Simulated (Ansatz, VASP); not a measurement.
**Zr3O in VASP and in Ansatz**

The input INCAR:

```
PREC = Accurate ; ENCUT = 520
EDIFF = 1E-6 ; ISMEAR = 0
SIGMA = 0.15 ; LREAL = F
LASPH = T ; NELM = 60
ALGO = Normal ; ISIF = 2
LWAVE = F ; LCHARG = F
GGA = PS ; NBANDS = 52
```

Contents of KPOINTS:

```
regular mesh
0
Gamma
  9 9 8
```

POSCAR

```
Zr3O
1.0
    5.5250015459      0.0000000000      0.0000000000
   -2.7625007729      4.7847916947      0.0000000000
    0.0000000000      0.0000000000      5.2669839737
Zr O
6 2
Direct
    0.3461873000      0.0000000000      0.0000000000
    0.3461873000      0.3461873000      0.5000000000
    0.0000000000      0.3461873000      0.0000000000
    0.6538127000      0.0000000000      0.5000000000
    0.6538127000      0.6538127000      0.0000000000
    0.0000000000      0.6538127000      0.5000000000
    0.3333333333      0.6666666667      0.2500000000
    0.6666666667      0.3333333333      0.7500000000
```

Input for Ansatz:

```yaml
crystal:
  lattice:
    - [5.5250015459, 0.0, 0.0]
    - [-2.7625007729, 4.7847916947, 0.0]
    - [0.0, 0.0, 5.2669839737]
  atoms:
    - { symbol: Zr, position: [0.3461873, 0.0, 0.0] }
    - { symbol: Zr, position: [0.3461873, 0.3461873, 0.5] }
    - { symbol: Zr, position: [0.0, 0.3461873, 0.0] }
    - { symbol: Zr, position: [0.6538127, 0.0, 0.5] }
    - { symbol: Zr, position: [0.6538127, 0.6538127, 0.0] }
    - { symbol: Zr, position: [0.0, 0.6538127, 0.5] }
    - { symbol: O, position: [0.3333333333, 0.6666666667, 0.25] }
    - { symbol: O, position: [0.6666666667, 0.3333333333, 0.75] }
basis:
  ecutwfc: 520.0
kpoints:
  mp_grid: { grid: [9, 9, 8] }
hamiltonian:
  xc: pbesol
  pseudopotentials: { kind: paw, azcp: { folder: soft_1 } }
scf:
  occupations: { method: gaussian, width: 0.15 }
output:
  forces: true
  stress: true
  eigenvalues: true
```

Alike in both runs: task single point; functional PBEsol; k mesh 9 × 9 × 8; occupations gaussian, width 0.15 eV; no spin polarisation.

|  | VASP | Ansatz |
| --- | --- | --- |
| version | VASP 6.6.1 | Ansatz 0.2.0 |
| potentials or method | VASP PAW PBE potentials, release 64 (Zr_sv, O), cutoff 520 eV | scalar-relativistic, plane waves, PAW |
| valence electrons in the cell | 84 | 84 |

```csv
,VASP,Ansatz,Ansatz less VASP
gap on the k mesh at the Fermi level (eV),none,none,-
pressure (GPa),1.4,1.2,-0.16
"traceless stress, the component that is largest in VASP (GPa)",-3.00,-3.02,-0.020
rms of the force components (eV/Å),0.271,0.264,-0.0064
```

VASP's potentials were made for PBE, not for PBEsol, and Ansatz warns of the same on its side. Atom by atom the forces differ by 0.006 eV/Å (rms over components). A gap of «none» marks a metal or a gap that the smearing closes. With one functional, cell and mesh, what is left measures potentials, basis and numerics.
